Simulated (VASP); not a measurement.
Input of a VASP 6.6.1 run:

File INCAR:

```
SYSTEM = ScF3
PREC = Accurate
ENCUT = 520
EDIFF = 1E-8
ISMEAR = -1
SIGMA = 0.02
LREAL = .FALSE.
LASPH = .TRUE.
NELM = 80
ALGO = Normal
ISIF = 2
LWAVE = .FALSE.
LCHARG = .FALSE.
LEFG = .TRUE.
NBANDS = 24
```

The input KPOINTS:

```
regular mesh
0
G
  6 6 6
  0 0 0
```

POSCAR

```
ScF3
1.0
    4.0525745000      0.0000000000      0.0000000000
    0.0000000000      4.0525745000      0.0000000000
    0.0000000000      0.0000000000      4.0124500000
Sc F
1 3
Direct
    0.0000000000      0.0000000000      0.0000000000
    0.5000000000      0.0000000000      0.0000000000
    0.0000000000      0.5000000000      0.0000000000
    0.0000000000      0.0000000000      0.5000000000
```

Potentials or basis: VASP PAW LDA potentials, release 64 (Sc_sv, F).

Launch:

```sh
$ cat potpaw_LDA.64/Sc_sv/POTCAR potpaw_LDA.64/F/POTCAR > POTCAR
$ mpirun -np 1 vasp_std > vasp.out
```

Predict the band gap on the k mesh.

6.05 eV, indirect (least direct gap 6.59 eV).

What does it give for the pressure?

-4.1 GPa.

Stress tensor (GPa, compression positive):
```
-4.88  0.00  0.00
 0.00 -4.88  0.00
 0.00  0.00 -2.62
```

Caveat: the cell differs from its parent crystal (equal xx and yy strain of +1 %); without QUAD_EFG the Cq values of the log hold for a quadrupole moment of 1 mb, not for the nuclei. A k mesh can miss the band edges.
